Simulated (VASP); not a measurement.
Here is a VASP 6.6.1 calculation.

The input POSCAR:

```
Mg2SO
1.0
    3.6748651668      0.0000000000      0.0000000000
    0.0000000000      3.6748651668      0.0000000000
    0.0000000000      0.0000000000      4.8839686242
O Mg S
1 2 1
Direct
    0.0000000000      0.0000000000      0.0000000000
    0.0000000000      0.5000000000      0.8113170150
    0.5000000000      0.0000000000      0.1886829850
    0.5000000000      0.5000000000      0.5000000000
```

The input INCAR.step1:

```
SYSTEM = Mg2SO
PREC = Accurate
ENCUT = 520
EDIFF = 1E-5
ISMEAR = 0
SIGMA = 0.01
LREAL = .FALSE.
LASPH = .TRUE.
NELM = 60
ALGO = Normal
ISIF = 2
LWAVE = .TRUE.
LCHARG = .FALSE.
NBANDS = 16
GGA = PE
```

File INCAR.step2:

```
SYSTEM = Mg2SO
PREC = Accurate
ENCUT = 520
EDIFF = 1E-6
ISMEAR = 0
SIGMA = 0.01
LREAL = .FALSE.
LASPH = .TRUE.
NELM = 60
ALGO = Normal
ISIF = 2
LWAVE = .FALSE.
LCHARG = .FALSE.
GGA = PE
LHFCALC = .TRUE.
HFSCREEN = 0.2079
PRECFOCK = Normal
NBANDS = 16
ISTART = 1
```

Contents of KPOINTS:

```
Automatic mesh
0
G
  4 4 4
  0 0 0
```

Potentials or basis: VASP PAW PBE potentials, release 64 (O, Mg, S).

Command:

```console
$ cat potpaw_PBE.64/O/POTCAR potpaw_PBE.64/Mg/POTCAR potpaw_PBE.64/S/POTCAR > POTCAR
$ cp INCAR.step1 INCAR
$ mpirun -np 1 vasp_std > vasp.out
$ cp INCAR.step2 INCAR
$ mpirun -np 1 vasp_std > vasp.out
```

Estimate the largest force.

0.005 eV/Å.

What does it give for the pressure?

-0.2 GPa.

Predict the band gap on the k mesh.

2.65 eV (least direct gap 2.83 eV).

Forces on the atoms (eV/Å):
```
O    0.000  0.000  0.000
Mg   0.000  0.000 -0.005
Mg   0.000  0.000  0.005
S    0.000  0.000  0.000
```

Caveat: the k points lie up to 0.43 Å⁻¹ apart; the PAW data sets were made with another functional, which shifts forces and pressure a little. A k mesh can miss the band edges.
